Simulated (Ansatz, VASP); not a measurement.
**TiAl: VASP beside Ansatz**

The input POSCAR:

```
TiAl
1.0
    2.8373000000      0.0000000000      0.0000000000
    0.0000000000      2.8373000000      0.0000000000
    0.0000000000      0.0000000000      4.0591000000
Ti Al
1 1
Direct
    0.0000000000      0.0000000000      0.0000000000
    0.5000000000      0.5000000000      0.5000000000
```

File INCAR.step1:

```
ALGO = Normal
EDIFF = 1E-4
ENCUT = 520
GGA = PE
ISMEAR = -1
LASPH = True
LCHARG = False
LREAL = False
LWAVE = True
NBANDS = 14
NELM = 80
PREC = Accurate
SIGMA = 0.05
```

File INCAR.step2:

```
ALGO = Normal
EDIFF = 1E-8
ENCUT = 520
ISIF = 2
ISMEAR = -1
ISTART = 1
LASPH = True
LCHARG = False
LEFG = True
LMIXTAU = True
LREAL = False
LWAVE = False
METAGGA = R2SCAN
NBANDS = 14
NELM = 80
PREC = Accurate
SIGMA = 0.05
```

The input KPOINTS:

```
k-points
0
Gamma
  12 12 8
```

Input for Ansatz:

```yaml
crystal:
  lattice:
    - [2.8373, 0.0, 0.0]
    - [0.0, 2.8373, 0.0]
    - [0.0, 0.0, 4.0591]
  atoms:
    - { symbol: Ti, position: [0.0, 0.0, 0.0] }
    - { symbol: Al, position: [0.5, 0.5, 0.5] }
kpoints:
  mp_grid: { grid: [12, 12, 8] }
scf:
  occupations: { method: fermi_dirac, width: 0.05 }
hamiltonian:
  xc: r2scan
  pseudopotentials: { kind: paw }
output:
  forces: true
  stress: true
  populations: true
  efg:
    quadrupole_moments_barn: { Ti: 0.247, Al: 0.1466 }
    contact_densities: true
  write_density: true
  write_potential: true
  elf: true
  volumetric_format: npy
```

Alike in both runs: task electric field gradients; functional r2SCAN; k mesh 12 × 12 × 8; occupations fermi-dirac, width 0.05 eV; no spin polarisation.

|  | VASP | Ansatz |
| --- | --- | --- |
| version | VASP 6.6.1 | Ansatz 0.2.0 |
| potentials or method | VASP PAW PBE potentials, release 64 (Ti_sv, Al) | plane-wave PAW, scalar-relativistic |
| plane-wave cutoff (eV) | 520 | 500 |
| valence electrons in the cell | 15 | 15 |

```csv
,VASP,Ansatz,Ansatz less VASP
pressure (GPa),-2.0,-2.1,-0.11
"traceless stress, the component that is largest in VASP (GPa)",0.47,0.47,0.000
size of Vzz on the site where it differs most (V/Å²),23.9,27.3,+3.39
```

VASP's potentials were made for PBE, not for r2SCAN.
